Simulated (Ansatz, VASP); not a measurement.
# Al2Cu: VASP beside Ansatz

```
Al Cu
1.0
    -3.14635    3.14635    2.51035
     3.14635   -3.14635    2.51035
     3.14635    3.14635   -2.51035
Al Cu
4 2
Cartesian
  4.1489 1.0026 0.0000
  2.1438 1.0026 2.5103
  -1.0026 2.1438 2.5103
  1.0026 2.1438 0.0000
  0.0000 0.0000 3.7655
  0.0000 0.0000 1.2552
```

Alike in both runs: task single point; functional PBEsol; k mesh 10 × 10 × 10; occupations gaussian, width 0.15 eV; no spin polarisation.

|  | VASP | Ansatz |
| --- | --- | --- |
| version | VASP 6.6.1 | Ansatz 0.2.0 |
| potentials or method | VASP PAW PBE potentials, release 64 (Al, Cu), cutoff 520 eV | scalar-relativistic, plane waves, PAW |
| valence electrons in the cell | 34 | 50 |

```csv
,VASP,Ansatz,Ansatz less VASP
gap on the k mesh at the Fermi level (eV),none,none,-
pressure (GPa),-10.8,-11.0,-0.18
"traceless stress, the component that is largest in VASP (GPa)",0.60,0.57,-0.025
rms of the force components (eV/Å),0.025,0.026,+0.0014
```

VASP's potentials were made for PBE, not for PBEsol, and Ansatz warns of the same on its side. Atom by atom the forces differ by 0.001 eV/Å (rms over components). A gap of «none» marks a metal or a gap that the smearing closes. VASP's potentials hold 34 valence electrons a cell and Ansatz's 50, so a difference there can come from the potentials and not from the codes.
